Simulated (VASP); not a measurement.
Write the native input for VASP 6.6.1 that does the following.

* Task: single point
* Functional: PBE
* Potentials or basis: VASP PAW PBE potentials, release 64 (Zn, S)
* Cutoff: 520 eV
* k mesh: 8 × 8 × 8
* Occupations: fermi-dirac, width 0.02 eV
* Spin: no spin polarisation
* Dipole correction: no
* Further INCAR settings: ALGO = Normal; EDIFF = 1e-06; NBANDS = 36

The structure of ZnS lies in POSCAR:

```
ZnS
1.0
    1.9034643333      1.0989656452      9.3548591394
   -1.9034643333      1.0989656452      9.3548591394
    0.0000000000     -2.1979312904      9.3548591394
Zn S
3 3
Direct
    0.9999752234      0.9999752234      0.9999752234
    0.2222749271      0.2222749271      0.2222749271
    0.4445585037      0.4445585037      0.4445585037
    0.0832701742      0.0832701742      0.0832701742
    0.5278391406      0.5278391406      0.5278391406
    0.3054080311      0.3054080311      0.3054080311
```

One way to write it, as run:

INCAR

```
PREC = Accurate
ENCUT = 520
EDIFF = 1E-6
ISMEAR = -1
SIGMA = 0.02
LREAL = False
LASPH = True
NELM = 100
ALGO = Normal
ISIF = 2
LWAVE = False
LCHARG = True
GGA = PE
LELF = True
LVHAR = True
NBANDS = 36
```

KPOINTS

```
regular mesh
0
Gamma
  8 8 8
```

Potentials or basis: VASP PAW PBE potentials, release 64 (Zn, S).

Command:

```bash
$ cat potpaw_PBE.64/Zn/POTCAR potpaw_PBE.64/S/POTCAR > POTCAR
$ mpirun -np 1 vasp_std > vasp.out
```

It gave:

```yaml
Pressure: 2.4 GPa
Largest_force: 0.004 eV/Å
Band_gap_on_the_k_mesh: 2.20 eV
```

Wall time 21 min on 1 thread of Intel(R) Xeon(R) Platinum 8488C (Sapphire Rapids) (shared host), peak memory 0.78 GiB.
